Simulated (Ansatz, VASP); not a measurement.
One calculation of TiC, two programs

```
Ti C
1.0
     0.00000    2.14669    2.14669
     2.14669    0.00000    2.14669
     2.14669    2.14669    0.00000
Ti C
1 1
Direct
  0.00000 0.00000 0.00000
  0.58734 0.58734 0.41266
```

Change from the starting cell: all C atoms moved +0.375 Å, as atom 2 along Cartesian [0 0 1].

Alike in both runs: task single point; functional PBEsol; k mesh 24 × 24 × 24; occupations gaussian, width 0.15 eV; no spin polarisation.

|  | VASP | Ansatz |
| --- | --- | --- |
| version | VASP 6.6.1 | Ansatz 0.2.0 |
| potentials or method | VASP PAW PBE potentials, release 64 (Ti_sv, C), cutoff 520 eV | scalar-relativistic, plane waves, PAW |
| valence electrons in the cell | 16 | 16 |

```csv
,VASP,Ansatz,Ansatz less VASP
gap on the k mesh at the Fermi level (eV),none,none,-
pressure (GPa),20.1,19.8,-0.35
"traceless stress, the component that is largest in VASP (GPa)",37.57,37.13,-0.433
rms of the force components (eV/Å),3.169,3.142,-0.0268
```

VASP's potentials were made for PBE, not for PBEsol. Atom by atom the forces differ by 0.027 eV/Å (rms over components). A gap of «none» marks a metal or a gap that the smearing closes. The functional is the same, so the differences come from potentials, cutoffs and numerics.
